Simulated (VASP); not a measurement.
# Mg15GaO16 (a cell with a defect) in VASP: single point with PBEsol

Aim: the single point of Mg15GaO16 (a cell with a defect) with PBEsol.

Everything below comes from runs of VASP 6.6.1. Logs are shortened: lines on timing, memory, paths and dates and some standing lists are left out, and cuts for length are marked.

## (1) The cell of the first run

The cell holds a defect, 64 atoms: a = 8.429 Å, b = 8.429 Å, c = 8.429 Å, α = 90.00°, β = 90.00°, γ = 90.00°.

## (2) Single point, PBEsol

Input file INCAR:

```
SYSTEM = Mg15GaO16
ALGO = Normal
EDIFF = 1E-7
ENCUT = 520
GGA = PS
ISIF = 2
ISMEAR = -1
ISYM = 0
LASPH = .True.
LCHARG = .False.
LREAL = Auto
LWAVE = .False.
NBANDS = 177
NELM = 60
PREC = Accurate
SIGMA = 0.05
```

Input file KPOINTS:

```
Automatic mesh
0
Gamma
  1 1 1
  0.25 0.25 0.25
```

Input file POSCAR:

```
Mg15GaO16
1.0
    8.4288080000      0.0000000000      0.0000000000
    0.0000000000      8.4288080000      0.0000000000
    0.0000000000      0.0000000000      8.4288080000
O Ga Mg
32 2 30
Direct
    0.2705400000      0.9999800000      0.9997430000
    0.2553070000      0.0001280000      0.5001390000
    0.2553360000      0.5001560000      0.0000190000
    0.2594400000      0.5001190000      0.4999600000
    0.7291360000      0.0004970000      0.0002570000
    0.7447630000      0.0002490000      0.5002070000
    0.7447860000      0.5001900000      0.0001450000
    0.7406090000      0.5002980000      0.5001570000
    0.9998540000      0.2708140000      0.9996980000
    0.9999850000      0.2554680000      0.5001390000
    0.0003730000      0.7293840000      0.0002390000
    0.0000950000      0.7449230000      0.5001710000
    0.4999770000      0.2554780000      0.0000110000
    0.4999540000      0.2596270000      0.4999650000
    0.5000280000      0.7449240000      0.0001330000
    0.5001240000      0.7407930000      0.5001620000
    0.9998000000      0.9999500000      0.2711190000
    0.0003690000      0.0004820000      0.7297150000
    0.9999590000      0.5001360000      0.2553310000
    0.0000830000      0.5001950000      0.7447800000
    0.4999700000      0.0001250000      0.2553440000
    0.5000050000      0.0002440000      0.7448020000
    0.4999560000      0.5001220000      0.2594880000
    0.5001350000      0.5002970000      0.7406500000
    0.2505900000      0.2507570000      0.2506530000
    0.2508160000      0.2509610000      0.7492400000
    0.2507610000      0.7493970000      0.2508050000
    0.2508630000      0.7494240000      0.7493330000
    0.7492350000      0.2509010000      0.2508100000
    0.7492810000      0.2510090000      0.7493280000
    0.7493260000      0.7494700000      0.2508660000
    0.7494640000      0.7496190000      0.7495210000
    0.0000810000      0.0001810000      0.9999170000
    0.5000690000      0.5001300000      0.5000390000
    0.0000500000      0.0001690000      0.5003340000
    0.9998960000      0.5001210000      0.0001890000
    0.0000970000      0.5001880000      0.5000290000
    0.4998860000      0.0000980000      0.0000650000
    0.5000550000      0.0001420000      0.5000250000
    0.5000610000      0.5002010000      0.0000600000
    0.2492210000      0.2494330000      0.9999300000
    0.2477980000      0.2479290000      0.4999600000
    0.2493200000      0.7507700000      0.0000560000
    0.2479000000      0.7523240000      0.5000710000
    0.7506860000      0.2494550000      0.0000490000
    0.7522120000      0.2480030000      0.5000520000
    0.7509070000      0.7511020000      0.0001890000
    0.7523290000      0.7524760000      0.5001640000
    0.2490830000      0.0000450000      0.2492640000
    0.2494720000      0.0001910000      0.7506860000
    0.2477870000      0.5001060000      0.2477980000
    0.2478810000      0.5001740000      0.7522380000
    0.7508500000      0.0001990000      0.2492960000
    0.7507590000      0.0003550000      0.7509400000
    0.7521910000      0.5001970000      0.2479350000
    0.7522850000      0.5002750000      0.7523100000
    0.9999120000      0.2492270000      0.2492480000
    0.0000540000      0.2496440000      0.7507140000
    0.0000500000      0.7509910000      0.2493760000
    0.0001940000      0.7508800000      0.7509200000
    0.4999470000      0.2478750000      0.2477680000
    0.5000270000      0.2480320000      0.7522330000
    0.5000560000      0.7523760000      0.2479140000
    0.5001260000      0.7524160000      0.7523060000
```

Potentials or basis: VASP PAW PBE potentials, release 64 (O, Ga_d, Mg).

Launch:

```
$ cat potpaw_PBE.64/O/POTCAR potpaw_PBE.64/Ga_d/POTCAR potpaw_PBE.64/Mg/POTCAR > POTCAR
$ mpirun -np 1 vasp_std > vasp.out
```

OUTCAR:

```text
SYSTEM = Mg15GaO16
   EDIFF = 1E-7
   ENCUT = 520
   GGA = PS
   ISIF = 2
   ISMEAR = -1
   ISYM = 0
   LASPH = .True.
   LREAL = Auto
   NELM = 60
   PREC = Accurate

 ion  position               nearest neighbor table
   1  0.271  1.000  1.000-  38 1.93  50 2.11  43 2.11  41 2.11  49 2.11  33 2.28
   2  0.255  0.000  0.500-  39 2.06  44 2.09  42 2.09  50 2.11  49 2.12  35 2.15
   3  0.255  0.500  0.000-  40 2.06  52 2.09  51 2.09  43 2.11  41 2.11  36 2.15
   4  0.259  0.500  0.500-  34 2.03  51 2.13  42 2.13  44 2.13  52 2.13  37 2.19
   5  0.729  0.000  0.000-  38 1.93  45 2.11  53 2.11  54 2.11  47 2.11  33 2.28
   6  0.745  0.000  0.500-  39 2.06  46 2.09  48 2.09  54 2.11  53 2.12  35 2.15
[... 76 lines left out ...]
  58  0.000  0.250  0.751-   9 2.11  18 2.11  20 2.11  10 2.11  26 2.11  30 2.11  52 2.97  41 2.97
                            56 2.97  42 2.97  46 2.97  54 2.97  33 2.97  45 2.97  50 2.97  35 2.98
  59  0.000  0.751  0.249-  17 2.11  11 2.11  27 2.11  31 2.11  12 2.11  19 2.12  49 2.97  47 2.97
                            53 2.97  48 2.97  44 2.97  43 2.97  51 2.97  33 2.97  55 2.97  36 2.98
  60  0.000  0.751  0.751-  11 2.11  18 2.11  28 2.11  32 2.11  20 2.11  12 2.11  43 2.97  33 2.97
                            52 2.97  56 2.97  47 2.97  44 2.97  50 2.97  48 2.97  54 2.97  35 2.98
  61  0.500  0.248  0.248-  21 2.09  13 2.09  29 2.10  25 2.10  14 2.13  23 2.13  38 2.95  45 2.97
                            41 2.97  53 2.97  49 2.97  39 2.98  40 2.98  42 3.01  51 3.01  34 3.01
  62  0.500  0.248  0.752-  13 2.09  22 2.09  26 2.10  30 2.10  24 2.13  14 2.13  38 2.95  50 2.97
                            54 2.97  45 2.97  41 2.97  40 2.98  39 2.98  52 3.01  34 3.01  46 3.01
  63  0.500  0.752  0.248-  21 2.09  15 2.09  31 2.10  27 2.10  16 2.13  23 2.13  38 2.95  47 2.97
                            43 2.97  53 2.97  49 2.97  39 2.98  40 2.98  44 3.01  55 3.01  34 3.01
  64  0.500  0.752  0.752-  15 2.09  22 2.09  28 2.10  32 2.10  24 2.13  16 2.13  38 2.95  50 2.97
                            43 2.97  54 2.97  47 2.97  40 2.98  39 2.98  56 3.01  48 3.01  44 3.01

IMPORTANT INFORMATION: All symmetrisations will be switched off!
NOSYMM: (Re-)initialisation of all symmetry stuff for point group C_1.

----------------------------------------------------------------------------------------

                                     Primitive cell

  volume of cell :     598.8230

  direct lattice vectors                    reciprocal lattice vectors
     8.428808000  0.000000000  0.000000000     0.118640738  0.000000000  0.000000000
     0.000000000  8.428808000  0.000000000     0.000000000  0.118640738  0.000000000
     0.000000000  0.000000000  8.428808000     0.000000000  0.000000000  0.118640738

  length of vectors
     8.428808000  8.428808000  8.428808000     0.118640738  0.118640738  0.118640738

  position of ions in fractional coordinates (direct lattice)
     0.270540000  0.999980000  0.999743000
     0.255307000  0.000128000  0.500139000
     0.255336000  0.500156000  0.000019000
     0.259440000  0.500119000  0.499960000
     0.729136000  0.000497000  0.000257000
     0.744763000  0.000249000  0.500207000
[... 56 lines left out ...]
     0.500056000  0.752376000  0.247914000
     0.500126000  0.752416000  0.752306000

  ion indices of the primitive-cell ions
   primitive index   ion index
                 1           1
                 2           2
                 3           3
                 4           4
                 5           5
                 6           6
[... 56 lines left out ...]
                63          63
                64          64

----------------------------------------------------------------------------------------

 KPOINTS: Automatic mesh

Automatic generation of k-mesh.
 Grid dimensions read from file:
 generate k-points for:    1    1    1

 Generating k-lattice:

  Cartesian coordinates                     Fractional coordinates (reciprocal lattice)
     0.118640738  0.000000000  0.000000000     1.000000000  0.000000000  0.000000000
     0.000000000  0.118640738  0.000000000     0.000000000  1.000000000  0.000000000
     0.000000000  0.000000000  0.118640738     0.000000000  0.000000000  1.000000000

  Length of vectors
     0.118640738  0.118640738  0.118640738

  Shift w.r.t. Gamma in fractional coordinates (k-lattice)
     0.250000000  0.250000000  0.250000000

 Subroutine IBZKPT returns following result:
 ===========================================

 Found      4 irreducible k-points:

 Following reciprocal coordinates:
            Coordinates               Weight
  0.250000  0.250000  0.250000      2.000000
 -0.250000  0.250000  0.250000      2.000000
 -0.250000 -0.250000  0.250000      2.000000
  0.250000 -0.250000  0.250000      2.000000
   k-points           NKPTS =      4   k-points in BZ     NKDIM =      4   number of bands    NBANDS=    177
   number of dos      NEDOS =    301   number of ions     NIONS =     64
   total plane-waves  NPLWV = 262144
   dimension x,y,z NGX =    64 NGY =   64 NGZ =   64
   dimension x,y,z NGXF=   128 NGYF=  128 NGZF=  128
   ions per type =              32   2  30
   NGX,Y,Z   is equivalent  to a cutoff of  12.62, 12.62, 12.62 a.u.
   NGXF,Y,Z  is equivalent  to a cutoff of  25.25, 25.25, 25.25 a.u.
 SYSTEM =  Mg15GaO16
   PREC   = accura    normal or accurate (medium, high low for compatibility)
   ISTART =      0    job   : 0-new  1-cont  2-samecut
   ICHARG =      2    charge: 1-file 2-atom 10-const
   ISPIN  =      1    spin polarized calculation?
   LNONCOLLINEAR =      F non collinear calculations
   LSORBIT =      F    spin-orbit coupling
   LASPH  =      T    aspherical Exc in radial PAW
   ENCUT  =  520.0 eV  38.22 Ry    6.18 a.u.  15.67 15.67 15.67*2*pi/ulx,y,z
   NELM   =     60;   NELMIN=  2; NELMDL= -5     # of ELM steps
   EDIFF  = 0.1E-06   stopping-criterion for ELM
   LREAL  =      T    real-space projection
   EDIFFG = 0.1E-05   stopping-criterion for IOM
   NSW    =      0    number of steps for IOM
   IBRION =     -1    ionic relax: 0-MD 1-quasi-New 2-CG
   NFREE  =      0    steps in history (QN), initial steepest desc. (CG)
   ISIF   =      2    stress and relaxation
   ISYM   =      0    0-nonsym 1-usesym 2-fastsym
   POTIM  = 0.5000    time-step for ionic-motion
   TEBEG  =    0.0;   TEEND  =   0.0 temperature during run
   PSTRESS=    0.0 pullay stress
   NELECT =     278.0000    total number of electrons
   NUPDOWN=      -1.0000    fix difference up-down
   EMIN   =  10.00;   EMAX   =-10.00  energy-range for DOS
   EFERMI =   0.00;   METHOD = LEGACY
   ISMEAR =    -1;   SIGMA  =   0.05  broadening in eV -4-tet -1-fermi 0-gaus
   EFERMI_NEDOS =   21; number of points for ismear=-14 and -15
   IALGO  =     38    algorithm
   IMIX   =      4    mixing-type and parameters
     AMIX     =   0.40;   BMIX     =  1.00
     AMIX_MAG =   1.60;   BMIX_MAG =  1.00
  volume/ion in A,a.u.               =       9.36        63.14
  Fermi-wavevector in a.u.,A,eV,Ry     =   1.267623  2.395461 21.862783  1.606869
  Thomas-Fermi vector in A             =   2.400762
   LORBIT       =      0    0 simple, 1 ext, 2 COOP (PROOUT), +10 PAW based schemes
   GGA     = PS    functional components
   LHFCALC =     F    Hartree Fock is set to
   AEXX    =    0.0000 exact exchange contribution
   IVDW    =     0    specifies the selected vdW correction
   LEPSILON=     F    determine dielectric tensor
   LRPA    =     F    only Hartree local field effects (RPA)
 non-spin polarized calculation
  energy-cutoff  :      520.00
  volume of cell :      598.82
 maximum number of plane-waves:     16125
 NGX is ok and might be reduce to    64
   NGX = 31   NGY = 31   NGZ = 31

 number of electron     277.9999932 magnetization

 Free energy of the ion-electron system (eV)
  ---------------------------------------------------
  ext. energy  EPLUGINS =         0.00000000
  ---------------------------------------------------
  free energy    TOTEN  =      -395.05737107 eV

  energy without entropy =     -395.05736993  energy(sigma->0) =     -395.05737050

 E-fermi :   7.7368     XC(G=0): -11.4258

 val. band max:        6.9953674148   @ k =  -0.2500  -0.2500   0.2500
 cond. band min:       8.4783974599   @ k =  -0.2500  -0.2500   0.2500
 fundamental gap:      1.4830300450
 Fermi energy:         7.7368088309

 k-point     1 :       0.2500    0.2500    0.2500
  band No.  band energies     occupation
      1     -14.2481      2.00000
      2     -13.6641      2.00000
      3     -13.5795      2.00000
      4     -13.5794      2.00000
      5     -13.2989      2.00000
      6     -13.2937      2.00000
[... 143 lines left out ...]
    150      11.3247      0.00000
    151      11.4909      0.00000

 k-point     2 :      -0.2500    0.2500    0.2500
  band No.  band energies     occupation
      1     -14.2481      2.00000
      2     -13.6635      2.00000
      3     -13.5803      2.00000
      4     -13.5794      2.00000
      5     -13.2981      2.00000
      6     -13.2940      2.00000
[... 143 lines left out ...]
    150      11.3241      0.00000
    151      11.4910      0.00000

 k-point     3 :      -0.2500   -0.2500    0.2500
  band No.  band energies     occupation
      1     -14.2481      2.00000
      2     -13.6635      2.00000
      3     -13.5803      2.00000
      4     -13.5794      2.00000
      5     -13.2981      2.00000
      6     -13.2940      2.00000
[... 143 lines left out ...]
    150      11.3240      0.00000
    151      11.4910      0.00000

 k-point     4 :       0.2500   -0.2500    0.2500
  band No.  band energies     occupation
      1     -14.2481      2.00000
      2     -13.6635      2.00000
      3     -13.5803      2.00000
      4     -13.5794      2.00000
      5     -13.2981      2.00000
      6     -13.2939      2.00000
[... 143 lines left out ...]
    150      11.3241      0.00000
    151      11.4910      0.00000
 [bands above 151 left out]

------------------------ aborting loop because EDIFF is reached ----------------------------------------

  FORCE on cell =-STRESS in cart. coord.  units (eV):
  Direction    XX          YY          ZZ          XY          YZ          ZX
  --------------------------------------------------------------------------------------
  -------------------------------------------------------------------------------------
  Total       11.1967091     11.2077953     11.2054014     -0.0417677     -0.0423876     -0.0431493
  in kB       29.9572879     29.9869494     29.9805446     -0.1117512     -0.1134100     -0.1154478
  external PRESSURE =      29.9749273 kB  Pullay stress =       0.0000000 kB

 VOLUME and BASIS-vectors are now :
 -----------------------------------------------------------------------------
  energy-cutoff  :      520.00
  volume of cell :      598.82
      direct lattice vectors                 reciprocal lattice vectors
     8.428808000  0.000000000  0.000000000     0.118640738  0.000000000  0.000000000
     0.000000000  8.428808000  0.000000000     0.000000000  0.118640738  0.000000000
     0.000000000  0.000000000  8.428808000     0.000000000  0.000000000  0.118640738

 POSITION                                       TOTAL-FORCE (eV/Angst)
 -----------------------------------------------------------------------------------
      2.28033      8.42864      8.42664         0.014329      0.012506      0.014809
      2.15193      0.00108      4.21558        -0.001741      0.003620     -0.007036
      2.15218      4.21572      0.00016        -0.003737     -0.005529      0.003647
      2.18677      4.21541      4.21407        -0.046258      0.001461      0.004773
      6.14575      0.00419      0.00217        -0.007487     -0.015482     -0.014520
      6.27746      0.00210      4.21615         0.004072     -0.001210      0.003024
[... 56 lines left out ...]
      4.21488      6.34163      2.08962        -0.001545     -0.002765      0.000958
      4.21547      6.34197      6.34104        -0.002570     -0.001897     -0.001451
 -----------------------------------------------------------------------------------
    total drift:                               -0.002808      0.020273      0.006782

  FREE ENERGIE OF THE ION-ELECTRON SYSTEM (eV)
  ---------------------------------------------------
  free  energy   TOTEN  =      -395.0573710743 eV

  energy  without entropy=     -395.0573699293  energy(sigma->0) =     -395.05737050
```

Run time: 14 min. Hardware: 1 thread of Intel Xeon Platinum 8375C at 2.90GHz (Ice Lake), shared host; peak memory 0.73 GiB.

Results:

```yaml
Free_energy: -395.0574 eV
Pressure: 3.0 GPa
Largest_force: 0.053 eV/Å
Band_gap_on_the_k_mesh: 1.48 eV
```

Forces on the atoms (eV/Å):
```
O    0.014  0.013  0.015
O   -0.002  0.004 -0.007
O   -0.004 -0.006  0.004
O   -0.046  0.001  0.005
O   -0.007 -0.015 -0.015
O    0.004 -0.001  0.003
O    0.001  0.008 -0.001
O    0.049 -0.007 -0.006
O    0.011  0.012  0.017
O    0.003 -0.002 -0.006
O   -0.017 -0.008 -0.011
O   -0.001  0.004  0.006
O   -0.006 -0.002  0.003
O    0.005 -0.053  0.004
O    0.006  0.004 -0.003
O   -0.004  0.044 -0.008
O    0.014  0.015  0.005
O   -0.018 -0.015 -0.019
O    0.003 -0.004 -0.002
O   -0.002  0.007  0.003
O   -0.005  0.003 -0.004
O    0.007 -0.001  0.001
O    0.005  0.002 -0.049
O   -0.005 -0.007  0.046
O    0.005  0.004  0.003
O    0.004  0.005  0.000
O    0.005 -0.002  0.005
O    0.001 -0.005 -0.006
O    0.002  0.006  0.004
O   -0.005  0.001 -0.005
O   -0.005 -0.004  0.001
O   -0.005 -0.003 -0.006
Ga  -0.001  0.001  0.006
Ga   0.001  0.011  0.003
Mg   0.000  0.001 -0.003
Mg   0.008  0.000 -0.006
Mg  -0.003 -0.001  0.002
Mg   0.002  0.004  0.001
Mg  -0.002  0.001  0.003
Mg  -0.001 -0.001  0.001
Mg   0.001 -0.001 -0.001
Mg   0.001  0.002  0.004
Mg   0.001  0.002  0.000
Mg   0.001  0.000  0.000
Mg   0.000  0.000  0.000
Mg  -0.001  0.002  0.001
Mg  -0.003 -0.004 -0.002
Mg  -0.004 -0.004 -0.002
Mg   0.003  0.001  0.003
Mg  -0.003  0.000  0.003
Mg   0.001  0.002  0.002
Mg   0.001  0.000 -0.001
Mg  -0.005 -0.001  0.005
Mg   0.001 -0.003  0.000
Mg  -0.001 -0.001  0.000
Mg  -0.001 -0.003 -0.001
Mg   0.001  0.003  0.002
Mg   0.000 -0.003  0.001
Mg   0.000 -0.003  0.001
Mg  -0.001  0.002  0.000
Mg   0.002  0.004  0.003
Mg   0.000  0.001 -0.001
Mg  -0.002 -0.003  0.001
Mg  -0.003 -0.002 -0.001
```

Levels at points of the mesh, in eV from the valence-band top:
```tsv
k point	band 137	band 138	band 139	band 140	band 141	band 142
(0.25, 0.25, 0.25)	-3.88	-3.88	0.00	1.48	2.72	3.06
```

Caveat: the k points lie up to 0.75 Å⁻¹ apart; the PAW data sets were made with another functional, which shifts forces and pressure a little.
